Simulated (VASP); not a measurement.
A run of VASP 6.6.1 is set up as follows.

INCAR

```
PREC = Accurate
ENCUT = 520
EDIFF = 1E-7
ISMEAR = 0
SIGMA = 0.05
LREAL = False
LASPH = True
NELM = 150
ALGO = Normal
ISIF = 2
LWAVE = False
LCHARG = False
ISPIN = 2
MAGMOM = 0 0 0 0 1
LORBIT = 11
LDIPOL = True
IDIPOL = 3
DIPOL = 0.5 0.5 0.317
GGA = PE
IVDW = 12
NBANDS = 32
```

KPOINTS

```
Automatic mesh
0
Gamma
  7 7 1
```

The input POSCAR:

```
Sn2HO2
1.0
    3.8201526300      0.0002954461      0.0000000000
   -0.0003145178      3.8201526285      0.0000000000
    0.0000000000      0.0000000000     17.8630377374
Sn O H
2 2 1
Direct
    0.9999452828      0.9999452828      0.2239260790
    0.4999452828      0.4999452828      0.3562125228
    0.9999460977      0.4999460977      0.2900693009
    0.4999460977      0.9999460977      0.2900693009
    0.7499452828      0.7499452828      0.4271076521
```

Potentials or basis: VASP PAW PBE potentials, release 64 (Sn_d, O, H).

Run with:

```bash
$ cat potpaw_PBE.64/Sn_d/POTCAR potpaw_PBE.64/O/POTCAR potpaw_PBE.64/H/POTCAR > POTCAR
$ mpirun -np 1 vasp_std > vasp.out
```

(1) Predict the site moments.

(2) Estimate the dispersion energy per atom.

(3) Estimate the largest force.

(4) What does it give for the net moment?

Answers

(1) Sn +0.00, +0.17; O +0.06; H +0.09 μB.

(2) -0.122 eV.

(3) 0.318 eV/Å.

(4) 0.71 μB per cell.
